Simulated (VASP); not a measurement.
# LiH in VASP: a series of runs

The runs below take LiH through single point, with PBE.

All numbers are computed with VASP 6.6.1; they aren't measurements. Logs are shortened: lines on timing, memory, paths and dates and some standing lists are left out, and cuts for length are marked.

## (1) The cell of the first run

The cell holds a wire or tube with vacuum around it, 12 atoms: a = 11.000 Å, b = 13.300 Å, c = 3.754 Å, α = 90.00°, β = 90.00°, γ = 90.00°.

## (2) Single point, PBE

File INCAR:

```
SYSTEM = LiH
ALGO     = Normal         ! electronic algorithm
EDIFF    = 1E-6           ! SCF threshold, eV
ENCUT    = 520            ! plane-wave cutoff, eV
GGA      = PE             ! functional
ISIF     = 2              ! what is computed and relaxed
ISMEAR   = 0              ! smearing method
LASPH    = .True.         ! aspherical terms in the spheres
LCHARG   = .False.        ! write CHGCAR
LREAL    = .False.        ! projectors in reciprocal space
LWAVE    = .False.        ! write WAVECAR
NBANDS   = 24             ! bands
NELM     = 80             ! most SCF steps
PREC     = Accurate       ! precision mode
SIGMA    = 0.05           ! smearing width, eV
```

File KPOINTS:

```
k-points
0
Gamma
  1 1 8
  0 0 0
```

File POSCAR:

```
LiH
1.0
   11.0000000000      0.0000000000      0.0000000000
    0.0000000000     13.3000000000      0.0000000000
    0.0000000000      0.0000000000      3.7541503929
Li H
6 6
Direct
    0.5911469971      0.5000000000      0.0000000000
    0.5825923283      0.3563262130      0.5000000000
    0.5825923283      0.6436737870      0.5000000000
    0.4088530029      0.5000000000      0.5000000000
    0.4174076717      0.3563262130      0.0000000000
    0.4174076717      0.6436737870      0.0000000000
    0.4097733114      0.5000000000      0.0000000000
    0.4076694768      0.3507977884      0.5000000000
    0.4076694768      0.6492022116      0.5000000000
    0.5902266886      0.5000000000      0.5000000000
    0.5923305232      0.3507977884      0.0000000000
    0.5923305232      0.6492022116      0.0000000000
```

Potentials or basis: VASP PAW PBE potentials, release 64 (Li_sv, H).

The run is started by

```bash
> cat potpaw_PBE.64/Li_sv/POTCAR potpaw_PBE.64/H/POTCAR > POTCAR
> mpirun -np 1 vasp_std > vasp.out
```

OUTCAR:

```text
SYSTEM = LiH
   EDIFF = 1E-6
   ENCUT = 520
   GGA = PE
   ISIF = 2
   ISMEAR = 0
   LASPH = .True.
   LREAL = .False.
   NELM = 80
   PREC = Accurate

 ion  position               nearest neighbor table
   1  0.591  0.500  0.000-
   2  0.583  0.356  0.500-
   3  0.583  0.644  0.500-
   4  0.409  0.500  0.500-
   5  0.417  0.356  0.000-
   6  0.417  0.644  0.000-
   7  0.410  0.500  0.000-
   8  0.408  0.351  0.500-
   9  0.408  0.649  0.500-
  10  0.590  0.500  0.500-
  11  0.592  0.351  0.000-
  12  0.592  0.649  0.000-

  LATTYP: Found a simple orthorhombic cell.
 ALAT       =     3.7541503929
 B/A-ratio  =     2.9300903930
 C/A-ratio  =     3.5427456570

  Lattice vectors:

 A1 = (   0.0000000000,   0.0000000000,   3.7541503929)
 A2 = (  11.0000000000,   0.0000000000,   0.0000000000)
 A3 = (   0.0000000000,  13.3000000000,   0.0000000000)

Analysis of symmetry for initial positions (statically):
=====================================================================
 Subroutine PRICEL returns:
 Original cell was already a primitive cell.

 Routine SETGRP: Setting up the symmetry group for a
 simple orthorhombic supercell.

 Subroutine GETGRP returns: Found  8 space group operations
 (whereof  4 operations were pure point group operations)
 out of a pool of  8 trial point group operations.

The static configuration has the point symmetry C_2v.
 The point group associated with its full space group is D_2h.

Analysis of symmetry for dynamics (positions and initial velocities):
=====================================================================
 Subroutine PRICEL returns:
 Original cell was already a primitive cell.

 Routine SETGRP: Setting up the symmetry group for a
 simple orthorhombic supercell.

 Subroutine GETGRP returns: Found  8 space group operations
 (whereof  4 operations were pure point group operations)
 out of a pool of  8 trial point group operations.

The dynamic configuration has the point symmetry C_2v.
 The point group associated with its full space group is D_2h.

 Subroutine INISYM returns: Found  8 space group operations
 (whereof  4 operations are pure point group operations),
 and found     1 'primitive' translations

----------------------------------------------------------------------------------------

                                     Primitive cell

  volume of cell :     549.2322

  direct lattice vectors                    reciprocal lattice vectors
    11.000000000  0.000000000  0.000000000     0.090909091  0.000000000  0.000000000
     0.000000000 13.300000000  0.000000000     0.000000000  0.075187970  0.000000000
     0.000000000  0.000000000  3.754150393     0.000000000  0.000000000  0.266371854

  length of vectors
    11.000000000 13.300000000  3.754150393     0.090909091  0.075187970  0.266371854

  position of ions in fractional coordinates (direct lattice)
     0.591146997  0.500000000  0.000000000
     0.582592328  0.356326213  0.500000000
     0.582592328  0.643673787  0.500000000
     0.408853003  0.500000000  0.500000000
     0.417407672  0.356326213  0.000000000
     0.417407672  0.643673787  0.000000000
     0.409773311  0.500000000  0.000000000
     0.407669477  0.350797788  0.500000000
     0.407669477  0.649202212  0.500000000
     0.590226689  0.500000000  0.500000000
     0.592330523  0.350797788  0.000000000
     0.592330523  0.649202212  0.000000000

  ion indices of the primitive-cell ions
   primitive index   ion index
                 1           1
                 2           2
                 3           3
                 4           4
                 5           5
                 6           6
                 7           7
                 8           8
                 9           9
                10          10
                11          11
                12          12

----------------------------------------------------------------------------------------

 KPOINTS: k-points

Automatic generation of k-mesh.
 Grid dimensions read from file:
 generate k-points for:    1    1    8

 Generating k-lattice:

  Cartesian coordinates                     Fractional coordinates (reciprocal lattice)
     0.090909091  0.000000000  0.000000000     1.000000000  0.000000000  0.000000000
     0.000000000  0.075187970  0.000000000     0.000000000  1.000000000  0.000000000
     0.000000000  0.000000000  0.033296482     0.000000000  0.000000000  0.125000000

  Length of vectors
     0.090909091  0.075187970  0.033296482

  Shift w.r.t. Gamma in fractional coordinates (k-lattice)
     0.000000000  0.000000000  0.000000000

 Subroutine IBZKPT returns following result:
 ===========================================

 Found      5 irreducible k-points:

 Following reciprocal coordinates:
            Coordinates               Weight
  0.000000  0.000000  0.000000      1.000000
  0.000000  0.000000  0.125000      2.000000
  0.000000  0.000000  0.250000      2.000000
  0.000000  0.000000  0.375000      2.000000
  0.000000  0.000000  0.500000      1.000000
   k-points           NKPTS =      5   k-points in BZ     NKDIM =      5   number of bands    NBANDS=     24
   number of dos      NEDOS =    301   number of ions     NIONS =     12
   total plane-waves  NPLWV = 235200
   dimension x,y,z NGX =    84 NGY =  100 NGZ =   28
   dimension x,y,z NGXF=   168 NGYF=  200 NGZF=   56
   ions per type =               6   6
   NGX,Y,Z   is equivalent  to a cutoff of  12.70, 12.50, 12.40 a.u.
   NGXF,Y,Z  is equivalent  to a cutoff of  25.39, 25.00, 24.80 a.u.
 SYSTEM =  LiH
   PREC   = accura    normal or accurate (medium, high low for compatibility)
   ISTART =      0    job   : 0-new  1-cont  2-samecut
   ICHARG =      2    charge: 1-file 2-atom 10-const
   ISPIN  =      1    spin polarized calculation?
   LNONCOLLINEAR =      F non collinear calculations
   LSORBIT =      F    spin-orbit coupling
   LASPH  =      T    aspherical Exc in radial PAW
   ENCUT  =  520.0 eV  38.22 Ry    6.18 a.u.  20.45 24.73  6.98*2*pi/ulx,y,z
   NELM   =     80;   NELMIN=  2; NELMDL= -5     # of ELM steps
   EDIFF  = 0.1E-05   stopping-criterion for ELM
   LREAL  =      F    real-space projection
   EDIFFG = 0.1E-04   stopping-criterion for IOM
   NSW    =      0    number of steps for IOM
   IBRION =     -1    ionic relax: 0-MD 1-quasi-New 2-CG
   NFREE  =      0    steps in history (QN), initial steepest desc. (CG)
   ISIF   =      2    stress and relaxation
   ISYM   =      2    0-nonsym 1-usesym 2-fastsym
   POTIM  = 0.5000    time-step for ionic-motion
   TEBEG  =    0.0;   TEEND  =   0.0 temperature during run
   PSTRESS=    0.0 pullay stress
   NELECT =      24.0000    total number of electrons
   NUPDOWN=      -1.0000    fix difference up-down
   EMIN   =  10.00;   EMAX   =-10.00  energy-range for DOS
   EFERMI =   0.00;   METHOD = LEGACY
   ISMEAR =     0;   SIGMA  =   0.05  broadening in eV -4-tet -1-fermi 0-gaus
   EFERMI_NEDOS =   21; number of points for ismear=-14 and -15
   IALGO  =     38    algorithm
   IMIX   =      4    mixing-type and parameters
     AMIX     =   0.40;   BMIX     =  1.00
     AMIX_MAG =   1.60;   BMIX_MAG =  1.00
  volume/ion in A,a.u.               =      45.77       308.87
  Fermi-wavevector in a.u.,A,eV,Ry     =   0.576625  1.089663  4.523883  0.332496
  Thomas-Fermi vector in A             =   1.619200
   LORBIT       =      0    0 simple, 1 ext, 2 COOP (PROOUT), +10 PAW based schemes
   GGA     = PE    functional components
   LHFCALC =     F    Hartree Fock is set to
   AEXX    =    0.0000 exact exchange contribution
   IVDW    =     0    specifies the selected vdW correction
   LEPSILON=     F    determine dielectric tensor
   LRPA    =     F    only Hartree local field effects (RPA)
 non-spin polarized calculation
 Gauss-broadening in eV      SIGMA  =   0.05
  energy-cutoff  :      520.00
  volume of cell :      549.23
 maximum number of plane-waves:     14826
 NGX is ok and might be reduce to    84
   NGX = 41   NGY = 49   NGZ = 13

 number of electron      23.9999966 magnetization

 Free energy of the ion-electron system (eV)
  ---------------------------------------------------
  ext. energy  EPLUGINS =         0.00000000
  ---------------------------------------------------
  free energy    TOTEN  =       -35.01027259 eV

  energy without entropy =      -35.01027259  energy(sigma->0) =      -35.01027259

 E-fermi :  -3.2588     XC(G=0):  -2.5087

 val. band max:       -3.5650521445   @ k =   0.0000   0.0000   0.0000
 cond. band min:      -0.8456229852   @ k =   0.0000   0.0000   0.0000
 fundamental gap:      2.7194291592
 Fermi energy:        -3.2588276038

 k-point     1 :       0.0000    0.0000    0.0000
  band No.  band energies     occupation
      1     -48.2282      2.00000
      2     -48.2253      2.00000
      3     -48.1924      2.00000
      4     -48.1918      2.00000
      5     -47.9389      2.00000
      6     -47.9200      2.00000
[... 16 lines left out ...]
     23       2.6004      0.00000
     24       2.7467      0.00000

 k-point     2 :       0.0000    0.0000    0.1250
  band No.  band energies     occupation
      1     -48.2265      2.00000
      2     -48.2239      2.00000
      3     -48.1935      2.00000
      4     -48.1929      2.00000
      5     -47.9383      2.00000
      6     -47.9208      2.00000
[... 16 lines left out ...]
     23       2.7560      0.00000
     24       2.7659      0.00000

 k-point     3 :       0.0000    0.0000    0.2500
  band No.  band energies     occupation
      1     -48.2220      2.00000
      2     -48.2200      2.00000
      3     -48.1966      2.00000
      4     -48.1963      2.00000
      5     -47.9364      2.00000
      6     -47.9230      2.00000
[... 16 lines left out ...]
     23       3.0069      0.00000
     24       3.2611      0.00000

 k-point     4 :       0.0000    0.0000    0.3750
  band No.  band energies     occupation
      1     -48.2155      2.00000
      2     -48.2142      2.00000
      3     -48.2017      2.00000
      4     -48.2014      2.00000
      5     -47.9334      2.00000
      6     -47.9262      2.00000
[... 16 lines left out ...]
     23       3.2012      0.00000
     24       3.6321      0.00000

 k-point     5 :       0.0000    0.0000    0.5000
  band No.  band energies     occupation
      1     -48.2083      2.00000
      2     -48.2083      2.00000
      3     -48.2077      2.00000
      4     -48.2077      2.00000
      5     -47.9298      2.00000
      6     -47.9298      2.00000
[... 16 lines left out ...]
     23       3.4287      0.00000
     24       3.4294      0.00000

------------------------ aborting loop because EDIFF is reached ----------------------------------------

  FORCE on cell =-STRESS in cart. coord.  units (eV):
  Direction    XX          YY          ZZ          XY          YZ          ZX
  --------------------------------------------------------------------------------------
  -------------------------------------------------------------------------------------
  Total       -0.1126395     -0.1440291     -0.1134503      0.0000000      0.0000000      0.0000000
  in kB       -0.3285833     -0.4201505     -0.3309483      0.0000000      0.0000000      0.0000000
  external PRESSURE =      -0.3598940 kB  Pullay stress =       0.0000000 kB

 VOLUME and BASIS-vectors are now :
 -----------------------------------------------------------------------------
  energy-cutoff  :      520.00
  volume of cell :      549.23
      direct lattice vectors                 reciprocal lattice vectors
    11.000000000  0.000000000  0.000000000     0.090909091  0.000000000  0.000000000
     0.000000000 13.300000000  0.000000000     0.000000000  0.075187970  0.000000000
     0.000000000  0.000000000  3.754150393     0.000000000  0.000000000  0.266371854

 POSITION                                       TOTAL-FORCE (eV/Angst)
 -----------------------------------------------------------------------------------
      6.50262      6.65000      0.00000        -0.005345     -0.000000      0.000000
      6.40852      4.73914      1.87708         0.008075     -0.007105      0.000000
      6.40852      8.56086      1.87708         0.008075      0.007105      0.000000
      4.49738      6.65000      1.87708         0.005345     -0.000000      0.000000
      4.59148      4.73914      0.00000        -0.008075     -0.007105     -0.000000
      4.59148      8.56086      0.00000        -0.008075      0.007105     -0.000000
      4.50751      6.65000      0.00000         0.001726     -0.000000      0.000000
      4.48436      4.66561      1.87708        -0.001258      0.005765     -0.000000
      4.48436      8.63439      1.87708        -0.001258     -0.005765     -0.000000
      6.49249      6.65000      1.87708        -0.001726     -0.000000      0.000000
      6.51564      4.66561      0.00000         0.001258      0.005765      0.000000
      6.51564      8.63439      0.00000         0.001258     -0.005765      0.000000
 -----------------------------------------------------------------------------------
    total drift:                                0.000000     -0.000000     -0.000000

  FREE ENERGIE OF THE ION-ELECTRON SYSTEM (eV)
  ---------------------------------------------------
  free  energy   TOTEN  =       -35.0102725933 eV

  energy  without entropy=      -35.0102725933  energy(sigma->0) =      -35.01027259
```

It took 2.9 min on 1 thread of AMD EPYC 7R13, shared host; peak memory 0.5 GiB.

Results:

```yaml
Free_energy: -35.0103 eV
Largest_force: 0.011 eV/Å
Band_gap_on_the_k_mesh: 2.72 eV
```

Forces in eV/Å, atoms in the order of the input:
```
Li  -0.005  0.000  0.000
Li   0.008 -0.007  0.000
Li   0.008  0.007  0.000
Li   0.005  0.000  0.000
Li  -0.008 -0.007  0.000
Li  -0.008  0.007  0.000
H    0.002  0.000  0.000
H   -0.001  0.006  0.000
H   -0.001 -0.006  0.000
H   -0.002  0.000  0.000
H    0.001  0.006  0.000
H    0.001 -0.006  0.000
```

Levels at points of the mesh, in eV from the valence-band top:
```
           k point  band 9  band 10  band 11  band 12  band 13  band 14  band 15  band 16
(0.00, 0.00, 0.00)   -2.05    -1.13    -1.03     0.00     2.72     3.33     3.85     4.28
(0.00, 0.00, 0.50)   -2.07    -2.07    -1.55    -1.55     4.92     4.92     5.28     5.28
```

Caveat: the cutoff is under 1.25 times the usual one of these potentials, so pressure, stress and relaxed cells hold a basis-set (Pulay) error.

[end of part 1 of 2]
